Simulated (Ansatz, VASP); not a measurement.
**SnTe: VASP beside Ansatz**

```
Sn Te
1.0
     0.00000    3.15650    3.15650
     3.15650    0.00000    3.15650
     3.15650    3.15650    0.00000
Sn Te
1 1
Direct
  0.00000 0.00000 0.00000
  0.50572 0.50572 0.50572
```

Change from the starting cell: all Te atoms moved +0.062 Å, as atom 2 along Cartesian [1 1 1].

Alike in both runs: task single point; functional PBEsol; k mesh 10 × 10 × 10; occupations gaussian, width 0.03 eV; no spin polarisation.

|  | VASP | Ansatz |
| --- | --- | --- |
| version | VASP 6.6.1 | Ansatz 0.2.0 |
| potentials or method | VASP PAW PBE potentials, release 64 (Sn_d, Te), cutoff 520 eV | scalar-relativistic, plane waves, PAW |
| valence electrons in the cell | 20 | 30 |

|  | VASP | Ansatz | Ansatz less VASP |
| --- | --- | --- | --- |
| gap on the k mesh at the Fermi level (eV) | 0.15 | 0.15 | -0.002 |
| least direct gap on the mesh (eV) | 0.15 | 0.15 | -0.002 |
| pressure (GPa) | -0.5 | -0.5 | 0.00 |
| rms of the force components (eV/Å) | 0.004 | 0.003 | -0.0014 |

VASP's potentials were made for PBE, not for PBEsol. Atom by atom the forces differ by 0.001 eV/Å (rms over components). With one functional, cell and mesh, what is left measures potentials, basis and numerics. VASP's potentials hold 20 valence electrons a cell and Ansatz's 30, so a difference there can come from the potentials and not from the codes.

Neither program's run includes spin-orbit coupling.
